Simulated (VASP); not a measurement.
# Be4Os (I4/mmm) in VASP: further runs

Runs on Be4Os. Level: PBE. Tasks: relaxation of cell and atoms, single point.

All numbers are computed with VASP 6.6.1; they aren't measurements. Logs are shortened: lines on timing, memory, paths and dates and some standing lists are left out, and cuts for length are marked.

### 1 The cell of the first run

Symmetry: I4/mmm, No. 139, tetragonal system. The conventional cell has a = 5.066 Å, b = 5.066 Å, c = 3.601 Å, α = 90.00°, β = 90.00°, γ = 90.00°. Be (site symmetry m2m) has 7 Be at 1.98 to 2.28 Å and 2 Os at 2.37 Å within 2.6 Å. Os (site symmetry 4/mmm) has 16 Be at 2.37 to 2.72 Å within 3.1 Å.

### 2 Relaxation of cell and atoms, PBE

INCAR reads:

```
SYSTEM = Be4Os
PREC = Accurate
ENCUT = 600
EDIFF = 1E-6
ISMEAR = 0
SIGMA = 0.1
LREAL = .False.
LASPH = .True.
NELM = 60
ALGO = Normal
ISIF = 3
LWAVE = .False.
LCHARG = .False.
GGA = PE
IBRION = 2
NSW = 90
EDIFFG = -0.04
```

KPOINTS reads:

```
Automatic mesh
0
Gamma
  6 6 6
  0 0 0
```

POSCAR reads:

```
Be4Os
1.0
   -2.5331220560      2.5331220560      1.8005370798
    2.5331220560     -2.5331220560      1.8005370798
    2.5331220560      2.5331220560     -1.8005370798
Be Os
4 1
Direct
    0.1957257419      0.5000000000      0.6957257419
    0.5000000000      0.1957257419      0.6957257419
    0.5000000000      0.8042742581      0.3042742581
    0.8042742581      0.5000000000      0.3042742581
    0.0000000000      0.0000000000      0.0000000000
```

Potentials or basis: VASP PAW PBE potentials, release 64 (Be, Os).

On the command line:

```
$ cat potpaw_PBE.64/Be/POTCAR potpaw_PBE.64/Os/POTCAR > POTCAR
$ mpirun -np 1 vasp_std > vasp.out
```

OUTCAR:

```text
SYSTEM = Be4Os
   PREC = Accurate
   ENCUT = 600
   EDIFF = 1E-6
   ISMEAR = 0
   LREAL = .False.
   LASPH = .True.
   NELM = 60
   ISIF = 3
   GGA = PE
   IBRION = 2
   NSW = 90
   EDIFFG = -0.04

 ion  position               nearest neighbor table
   1  0.196  0.500  0.696-   4 1.98   2 2.18   3 2.18   3 2.28   2 2.28   2 2.28   3 2.28   5 2.37
                             5 2.37   5 2.72   5 2.72
   2  0.500  0.196  0.696-   3 1.98   1 2.18   4 2.18   4 2.28   1 2.28   1 2.28   4 2.28   5 2.37
                             5 2.37   5 2.72   5 2.72
   3  0.500  0.804  0.304-   2 1.98   4 2.18   1 2.18   1 2.28   1 2.28   4 2.28   4 2.28   5 2.37
                             5 2.37   5 2.72   5 2.72
   4  0.804  0.500  0.304-   1 1.98   3 2.18   2 2.18   2 2.28   2 2.28   3 2.28   3 2.28   5 2.37
                             5 2.37   5 2.72   5 2.72
   5  0.000  0.000  0.000-   4 2.37   3 2.37   1 2.37   2 2.37   4 2.37   3 2.37   1 2.37   2 2.37
                             1 2.72   1 2.72   4 2.72   2 2.72   2 2.72   3 2.72   3 2.72   4 2.72

  LATTYP: Found a body centered tetragonal cell.
 ALAT       =     5.0662441120
 C/A-ratio  =     0.7107976007

  Lattice vectors:

 A1 = (  -2.5331220560,   2.5331220560,   1.8005370798)
 A2 = (   2.5331220560,  -2.5331220560,   1.8005370798)
 A3 = (   2.5331220560,   2.5331220560,  -1.8005370798)

Analysis of symmetry for initial positions (statically):
=====================================================================
 Subroutine PRICEL returns:
 Original cell was already a primitive cell.

 Routine SETGRP: Setting up the symmetry group for a
 body centered tetragonal supercell.

 Subroutine GETGRP returns: Found 16 space group operations
 (whereof 16 operations were pure point group operations)
 out of a pool of 16 trial point group operations.

The static configuration has the point symmetry D_4h.

Analysis of symmetry for dynamics (positions and initial velocities):
=====================================================================
 Subroutine PRICEL returns:
 Original cell was already a primitive cell.

 Routine SETGRP: Setting up the symmetry group for a
 body centered tetragonal supercell.

 Subroutine GETGRP returns: Found 16 space group operations
 (whereof 16 operations were pure point group operations)
 out of a pool of 16 trial point group operations.

The dynamic configuration has the point symmetry D_4h.

 Subroutine INISYM returns: Found 16 space group operations
 (whereof 16 operations are pure point group operations),
 and found     1 'primitive' translations

----------------------------------------------------------------------------------------

                                     Primitive cell

  volume of cell :      46.2141

  direct lattice vectors                    reciprocal lattice vectors
    -2.533122056  2.533122056  1.800537080     0.000000000  0.197384883  0.277694920
     2.533122056 -2.533122056  1.800537080     0.197384883  0.000000000  0.277694920
     2.533122056  2.533122056 -1.800537080     0.197384883  0.197384883  0.000000000

  length of vectors
     4.009407497  4.009407497  4.009407497     0.340698196  0.340698196  0.279144378

  position of ions in fractional coordinates (direct lattice)
     0.195725742  0.500000000  0.695725742
     0.500000000  0.195725742  0.695725742
     0.500000000  0.804274258  0.304274258
     0.804274258  0.500000000  0.304274258
     0.000000000  0.000000000  0.000000000

  ion indices of the primitive-cell ions
   primitive index   ion index
                 1           1
                 2           2
                 3           3
                 4           4
                 5           5

----------------------------------------------------------------------------------------

 KPOINTS: Automatic mesh

Automatic generation of k-mesh.
 Grid dimensions read from file:
 generate k-points for:    6    6    6

 Generating k-lattice:

  Cartesian coordinates                     Fractional coordinates (reciprocal lattice)
     0.000000000  0.032897480  0.046282487     0.166666667  0.000000000  0.000000000
     0.032897480  0.000000000  0.046282487     0.000000000  0.166666667  0.000000000
     0.032897480  0.032897480  0.000000000     0.000000000  0.000000000  0.166666667

  Length of vectors
     0.056783033  0.056783033  0.046524063

  Shift w.r.t. Gamma in fractional coordinates (k-lattice)
     0.000000000  0.000000000  0.000000000

 Subroutine IBZKPT returns following result:
 ===========================================

 Found     30 irreducible k-points:

 Following reciprocal coordinates:
            Coordinates               Weight
  0.000000  0.000000  0.000000      1.000000
  0.166667  0.000000 -0.000000      8.000000
  0.333333  0.000000  0.000000      8.000000
  0.500000 -0.000000  0.000000      4.000000
  0.166667  0.166667 -0.000000      8.000000
  0.333333  0.166667  0.000000     16.000000
[... 16 lines left out ...]
 -0.333333 -0.333333  0.166667      8.000000
 -0.166667 -0.333333  0.166667      8.000000
 [... further k-points ...]
   k-points           NKPTS =     30   k-points in BZ     NKDIM =     30   number of bands    NBANDS=     12
   number of dos      NEDOS =    301   number of ions     NIONS =      5
   total plane-waves  NPLWV =  32768
   dimension x,y,z NGX =    32 NGY =   32 NGZ =   32
   dimension x,y,z NGXF=    64 NGYF=   64 NGZF=   64
   ions per type =               4   1
   NGX,Y,Z   is equivalent  to a cutoff of  13.27, 13.27, 13.27 a.u.
   NGXF,Y,Z  is equivalent  to a cutoff of  26.54, 26.54, 26.54 a.u.
 SYSTEM =  Be4Os
   PREC   = accura    normal or accurate (medium, high low for compatibility)
   ISTART =      0    job   : 0-new  1-cont  2-samecut
   ICHARG =      2    charge: 1-file 2-atom 10-const
   ISPIN  =      1    spin polarized calculation?
   LNONCOLLINEAR =      F non collinear calculations
   LSORBIT =      F    spin-orbit coupling
   LASPH  =      T    aspherical Exc in radial PAW
   ENCUT  =  600.0 eV  44.10 Ry    6.64 a.u.   8.01  8.01  8.01*2*pi/ulx,y,z
   NELM   =     60;   NELMIN=  2; NELMDL= -5     # of ELM steps
   EDIFF  = 0.1E-05   stopping-criterion for ELM
   LREAL  =      F    real-space projection
   EDIFFG = -.4E-01   stopping-criterion for IOM
   NSW    =     90    number of steps for IOM
   IBRION =      2    ionic relax: 0-MD 1-quasi-New 2-CG
   NFREE  =      1    steps in history (QN), initial steepest desc. (CG)
   ISIF   =      3    stress and relaxation
   ISYM   =      2    0-nonsym 1-usesym 2-fastsym
   POTIM  = 0.5000    time-step for ionic-motion
   TEBEG  =    0.0;   TEEND  =   0.0 temperature during run
   PSTRESS=    0.0 pullay stress
   NELECT =      16.0000    total number of electrons
   NUPDOWN=      -1.0000    fix difference up-down
   EMIN   =  10.00;   EMAX   =-10.00  energy-range for DOS
   EFERMI =   0.00;   METHOD = LEGACY
   ISMEAR =     0;   SIGMA  =   0.10  broadening in eV -4-tet -1-fermi 0-gaus
   EFERMI_NEDOS =   21; number of points for ismear=-14 and -15
   IALGO  =     38    algorithm
   IMIX   =      4    mixing-type and parameters
     AMIX     =   0.40;   BMIX     =  1.00
     AMIX_MAG =   1.60;   BMIX_MAG =  1.00
  volume/ion in A,a.u.               =       9.24        62.37
  Fermi-wavevector in a.u.,A,eV,Ry     =   1.149538  2.172312 17.979255  1.321438
  Thomas-Fermi vector in A             =   2.286207
   LORBIT       =      0    0 simple, 1 ext, 2 COOP (PROOUT), +10 PAW based schemes
   GGA     = PE    functional components
   LHFCALC =     F    Hartree Fock is set to
   AEXX    =    0.0000 exact exchange contribution
   IVDW    =     0    specifies the selected vdW correction
   LEPSILON=     F    determine dielectric tensor
   LRPA    =     F    only Hartree local field effects (RPA)
 conjugate gradient relaxation of ions
 non-spin polarized calculation
 Gauss-broadening in eV      SIGMA  =   0.10
  energy-cutoff  :      600.00
  volume of cell :       46.21
 maximum number of plane-waves:      1580
   NGX = 15   NGY = 15   NGZ = 15

--------------------------------------- Ionic step        1  -------------------------------------------

 number of electron      16.0000001 magnetization

 Free energy of the ion-electron system (eV)
  ---------------------------------------------------
  ext. energy  EPLUGINS =         0.00000000
  ---------------------------------------------------
  free energy    TOTEN  =       -26.35787135 eV

  energy without entropy =      -26.34130487  energy(sigma->0) =      -26.34958811

------------------------ aborting loop because EDIFF is reached ----------------------------------------

  FORCE on cell =-STRESS in cart. coord.  units (eV):
  Direction    XX          YY          ZZ          XY          YZ          ZX
  --------------------------------------------------------------------------------------
  -------------------------------------------------------------------------------------
  Total        0.2399828      0.2399828      0.7117928      0.0000000      0.0000000      0.0000000
  in kB        8.3198664      8.3198664     24.6768579      0.0000000      0.0000000      0.0000000
  external PRESSURE =      13.7721969 kB  Pullay stress =       0.0000000 kB
[... 141 lines left out ...]
  energy  without entropy=      -26.3469708814  energy(sigma->0) =      -26.35438850

--------------------------------------- Ionic step        5  -------------------------------------------

 number of electron      16.0000000 magnetization

 Free energy of the ion-electron system (eV)
  ---------------------------------------------------
  ext. energy  EPLUGINS =         0.00000000
  ---------------------------------------------------
  free energy    TOTEN  =       -26.36279099 eV

  energy without entropy =      -26.34850100  energy(sigma->0) =      -26.35564600

 E-fermi :   7.1252     XC(G=0): -11.5510

 val. band max:        7.1162156332   @ k =  -0.3333   0.5000   0.3333
 cond. band min:       7.1764299866   @ k =   0.3333   0.0000   0.0000
 fundamental gap:      0.0602143533
 Fermi energy:         7.1251693098

 k-point     1 :       0.0000    0.0000    0.0000
  band No.  band energies     occupation
      1      -3.5687      2.00000
      2       1.6620      2.00000
      3       2.1892      2.00000
      4       3.9765      2.00000
      5       3.9765      2.00000
      6       5.0680      2.00000
      7       7.6504      0.00000
      8       8.5747      0.00000
      9       8.7372      0.00000
     10       8.7372      0.00000
     11      10.3695      0.00000
     12      10.3695      0.00000
[... 331 lines left out ...]
 k-point    24 :      -0.1667   -0.3333    0.1667
  band No.  band energies     occupation
      1      -1.0115      2.00000
      2       1.2965      2.00000
      3       2.1938      2.00000
      4       2.4148      2.00000
      5       3.8698      2.00000
      6       4.2893      2.00000
      7       6.0113      2.00000
      8       6.1375      2.00000
      9       6.6034      2.00000
     10       8.8917      0.00000
     11      11.3220      0.00000
     12      11.8114      0.00000

 [... further k-points ...]
[... 5 lines left out ...]
  --------------------------------------------------------------------------------------
  -------------------------------------------------------------------------------------
  Total       -0.1514095     -0.1514095      0.0310578      0.0000000      0.0000000      0.0000000
  in kB       -5.2018727     -5.2018727      1.0670305      0.0000000      0.0000000      0.0000000
  external PRESSURE =      -3.1122383 kB  Pullay stress =       0.0000000 kB
[... 20 lines left out ...]
  FREE ENERGIE OF THE ION-ELECTRON SYSTEM (eV)
  ---------------------------------------------------
  free  energy   TOTEN  =       -26.3627909876 eV

  energy  without entropy=      -26.3485010041  energy(sigma->0) =      -26.35564600

 reached required accuracy - stopping structural energy minimisation
```

Run time: 54 s. Hardware: 1 thread of AMD EPYC 9R45 (Zen 5), shared host; peak memory 0.17 GiB.

Results:

- Free energy: -26.3628 eV
- Relaxed volume: 9.33 Å³/atom
- Relaxed cell: a = 4.014 Å, b = 4.014 Å, c = 4.014 Å, α = 101.93°, β = 101.93°, γ = 125.92°
- Space group after relaxing (to 0.05 Å): I4/mmm (No. 139)
- Energy gained by relaxing: 1.0 meV/atom
- Ionic steps: 5
- Pressure after relaxing: -0.3 GPa
- Largest force after relaxing: 0.039 eV/Å
- Band gap on the k mesh: zero (band 8 reaches 8.57 eV, above the bottom of band 9 at 6.09 eV)

Forces in eV/Å, atoms in the order of the input:
```
Be   0.000 -0.039  0.000
Be  -0.039  0.000  0.000
Be   0.039  0.000  0.000
Be   0.000  0.039  0.000
Os   0.000  0.000  0.000
```

Stress tensor (GPa, compression positive):
```
-0.52  0.00  0.00
 0.00 -0.52  0.00
 0.00  0.00  0.11
```

Step by step:
| step | energy change (eV) | largest force (eV/Å) | pressure (GPa) | volume (Å³) |
| --- | --- | --- | --- | --- |
| 1 | 0.0000 | 0.0265 | 1.38 | 46.21 |
| 2 | -0.0025 | 0.0500 | -0.66 | 46.75 |
| 3 | -0.0026 | 0.0465 | -0.40 | 46.67 |
| 4 | -0.0039 | 0.0137 | -0.35 | 46.66 |
| 5 | -0.0049 | 0.0387 | -0.31 | 46.63 |

Final structure:
```
Be Os
1.0
    -2.52778    2.52778    1.82459
     2.52778   -2.52778    1.82459
     2.52778    2.52778   -1.82459
Be Os
4 1
Direct
  0.19722 0.50000 0.69722
  0.50000 0.19722 0.69722
  0.50000 0.80278 0.30278
  0.80278 0.50000 0.30278
  0.00000 0.00000 0.00000
```

Levels at points of the mesh, in eV from the Fermi level:
```csv
k point,band 5,band 6,band 7,band 8,band 9,band 10,band 11,band 12
"(0.00, 0.00, 0.00)",-3.15,-2.06,0.53,1.45,1.61,1.61,3.24,3.24
"(0.50, 0.00, 0.00)",-3.34,-2.48,-2.36,-1.33,-1.03,2.12,5.82,6.08
"(0.50, 0.50, 0.00)",-2.78,-1.64,-0.97,-0.61,1.71,2.22,3.53,3.54
"(0.50, 0.50, 0.50)",-2.67,-1.95,-1.95,-1.90,-0.84,1.12,6.21,6.82
```

Caveat: spin-orbit coupling is left out, which moves the levels of the heavy elements.

(Part 1 of 3 ends here.)
